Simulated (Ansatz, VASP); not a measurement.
# Li2ClF: VASP beside Ansatz

```
F Li Cl
1.0
     3.47921    0.00000    0.00000
     0.00000    3.47921    0.00000
     0.00000    0.00000    4.50199
F Li Cl
1 2 1
Direct
  0.00000 0.00000 0.00000
  0.00000 0.00000 0.50000
  0.50000 0.50000 0.00000
  0.50000 0.50000 0.50000
```

Change from the starting cell: epitaxial_xy strain +4.1%.

Alike in both runs: task single point; functional HSE06; k mesh 6 × 6 × 4; no spin polarisation.

|  | VASP | Ansatz |
| --- | --- | --- |
| version | VASP 6.6.1 | Ansatz 0.2.0 |
| potentials or method | VASP PAW PBE potentials, release 64 (F, Li_sv, Cl) | plane waves, PAW |
| plane-wave cutoff (eV) | 520 | 420 |
| occupations | gaussian, width 0.01 eV | fixed |
| valence electrons in the cell | 20 | 20 |

```tsv
	VASP	Ansatz	Ansatz less VASP
gap on the k mesh at the Fermi level (eV)	8.20	8.20	+0.003
```

Ansatz's warnings: stress exchange threshold loose, stress scf threshold loose.

Noted on VASP's run: the cutoff is under 1.25 times that of the potentials, so the pressure is a little rough.
